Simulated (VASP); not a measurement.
Here is a VASP 6.6.1 calculation.

The input INCAR:

```
  PREC = Accurate
  ENCUT = 520
  EDIFF = 1E-6
  ISMEAR = 0
  SIGMA = 0.15
  LREAL = False
  LASPH = True
  NELM = 80
  ALGO = Fast
  ISIF = 2
  LWAVE = False
  LCHARG = False
  GGA = PE
  NBANDS = 19
```

The input KPOINTS:

```
regular mesh
0
Gamma
  14 14 14
```

Contents of POSCAR:

```
Ti
1.0
    0.0000000000     -3.2552372153      0.0000000000
   -3.2552372153      0.0000000000      0.0000000000
    0.0000000000      0.0000000000     -3.2552372153
Ti
2
Direct
    0.5000000000      0.5592890740      0.5000000000
    0.0000000000     -0.0592890740      0.0000000000
```

Potentials or basis: VASP PAW PBE potentials, release 64 (Ti_sv).

The run is started by

```sh
$ cat potpaw_PBE.64/Ti_sv/POTCAR > POTCAR
$ mpirun -np 1 vasp_std > vasp.out
```

(1) What does it give for the pressure?

(2) Predict the band gap on the k mesh.

## Answers

(1) 2.9 GPa.

(2) zero (band 12 reaches 9.33 eV, above the bottom of band 13 at 7.65 eV).

Caveat: the cell differs from its parent crystal (mode 4 frozen in at -0.193 Å and mode 5 at +0.000 Å (largest displacements)); forces of over 1 eV/Å act on the atoms, so gaps and moduli don't describe the material at rest.
